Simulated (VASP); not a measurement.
Runs of VASP 6.6.1 on Na. The structure is that of space group Pm-3m (No. 221), or close to it. The cells are those of the table. 

| cell | k mesh | gap on the mesh (eV) | pressure (GPa) |
| --- | --- | --- | --- |
| a = 3.162 Å, 1 atom | 11 × 11 × 11 | none | 1.1 |
| a = 3.255 Å, 1 atom | 11 × 11 × 11 | none | 0.2 |
| a = 3.209 Å, 1 atom | 11 × 11 × 11 | none | (a) |
| a = 3.299 Å, 1 atom | 11 × 11 × 11 | none | -0.1 |
| a = 3.343 Å, 1 atom | 11 × 11 × 11 | none | (b) |
| a = 3.385 Å, 1 atom | 11 × 11 × 11 | none | -0.5 |
| a = 3.299 Å, 1 atom | 16 × 16 × 16 | none | -0.1 |
| a = 3.427 Å, 1 atom | 11 × 11 × 11 | none | -0.7 |

Alike in all rows: task single point; level LDA; potentials or basis VASP PAW LDA potentials, release 64 (Na_pv); no spin polarisation; cutoff (eV) 520; smearing fermi-dirac 0.1 eV.

**Question.** Fill in the values left out.

**Answer.** (a) 0.6; (b) -0.3.

A gap of «none» marks levels without a gap at the run's occupations.
